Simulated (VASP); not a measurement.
**P2Pb: single point with r2SCAN**

Crystal: P2Pb.

```
P Pb
1.0
     5.29521    0.00000    0.00000
     0.00000    6.73437    0.00000
     0.00000    0.00000    4.30758
P Pb
4 2
Cartesian
  0.8343 2.7615 0.0000
  4.4609 3.9728 0.0000
  3.4819 0.6057 2.1538
  1.8133 6.1287 2.1538
  0.0000 0.0000 0.0000
  2.6476 3.3672 2.1538
```

```yaml
Program: VASP 6.6.1
Task: single point
Functional: r2SCAN
Potentials_or_basis: VASP PAW PBE potentials, release 64 (P, Pb_d)
Cutoff: 520 eV
k_mesh: 4 × 4 × 4
Occupations: gaussian, width 0.1 eV
Spin: no spin polarisation
Dipole_correction: no
Further_INCAR_settings: ALGO = Normal; EDIFF = 1e-06; NBANDS = 33
```

```json
{
 "Pressure": "-0.2 GPa",
 "Largest force": "0.126 eV/Å",
 "Band gap on the k mesh": "zero (bands 24 and 25 overlap by 2.29 eV)"
}
```

Forces in eV/Å, atoms in the order of the input:
```
P   -0.103  0.073  0.000
P    0.103 -0.073  0.000
P   -0.103 -0.073  0.000
P    0.103  0.073  0.000
Pb   0.000  0.000  0.000
Pb   0.000  0.000  0.000
```

Stress tensor (GPa, compression positive):
```
-0.41  0.00  0.00
 0.00 -0.21  0.00
 0.00  0.00 -0.01
```

Levels at points of the mesh, in eV from the Fermi level:
```
           k point  band 20  band 21  band 22  band 23  band 24  band 25  band 26  band 27  band 28  band 29
(0.00, 0.00, 0.00)    -3.12    -2.42    -0.78     0.48     0.81     1.02     1.44     2.41     2.91     3.06
(0.50, 0.00, 0.00)    -2.38    -2.26    -2.26    -0.85    -0.85     0.68     0.68     2.24     2.24     4.43
(0.00, 0.50, 0.00)    -3.13    -2.32    -2.32     0.14     0.14     0.94     0.94     2.93     2.93     3.67
(0.50, 0.50, 0.00)    -2.14    -1.38    -1.38    -1.29    -1.29    -1.25    -1.25     2.40     2.40     4.42
(0.00, 0.00, 0.50)    -3.57    -1.95    -1.95    -1.80    -1.80     0.17     0.17     2.76     2.76     4.40
(0.50, 0.00, 0.50)    -4.02    -2.90    -2.90     0.65     0.65     2.75     2.75     3.15     3.15     4.19
(0.00, 0.50, 0.50)    -2.41    -2.21    -2.21    -2.07    -2.07    -1.44    -1.44     3.52     3.52     4.42
(0.50, 0.50, 0.50)    -3.04    -2.61    -2.61    -0.54    -0.54     1.27     1.27     3.68     3.68     3.70
```

Run time: 2.9 min on 1 thread of Intel(R) Xeon(R) 6975P-C (Granite Rapids), with other jobs on the host, peak memory 0.31 GiB.

Caveat: the k points lie up to 0.36 Å⁻¹ apart, too coarse for converged energies and pressures of a metal; the PAW data sets were made with another functional, which shifts forces and pressure a little; spin-orbit coupling is left out, which moves the levels of the heavy elements.
